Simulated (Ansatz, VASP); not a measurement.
# One calculation of Zn, two programs

```
Zn
1.0
     2.74474    0.00000    0.00000
    -1.37237    2.37702    0.00000
     0.00000    0.00000    5.02090
Zn
2
Direct
  0.33333 0.66667 0.25000
  0.66667 0.33333 0.75000
```

Change from the starting cell: strain +0.030 along x and y, +0.015 along z, atoms carried along.

Alike in both runs: task single point; functional PBEsol; k mesh 24 × 24 × 10; occupations gaussian, width 0.15 eV; no spin polarisation.

|  | VASP | Ansatz |
| --- | --- | --- |
| version | VASP 6.6.1 | Ansatz 0.2.0 |
| potentials or method | VASP PAW PBE potentials, release 64 (Zn), cutoff 520 eV | scalar-relativistic, plane waves, PAW |
| valence electrons in the cell | 24 | 24 |

Ansatz gave:

- gap on the k mesh at the Fermi level (eV): none
- pressure (GPa): -9.2
- traceless stress, the component that is largest in VASP (GPa): 2.63

Task: Estimate VASP's values.

Result: gap on the k mesh at the Fermi level (eV): none; pressure (GPa): -8.8; traceless stress, the component that is largest in VASP (GPa): 2.53.

VASP's potentials were made for PBE, not for PBEsol. A gap of «none» marks a metal or a gap that the smearing closes.
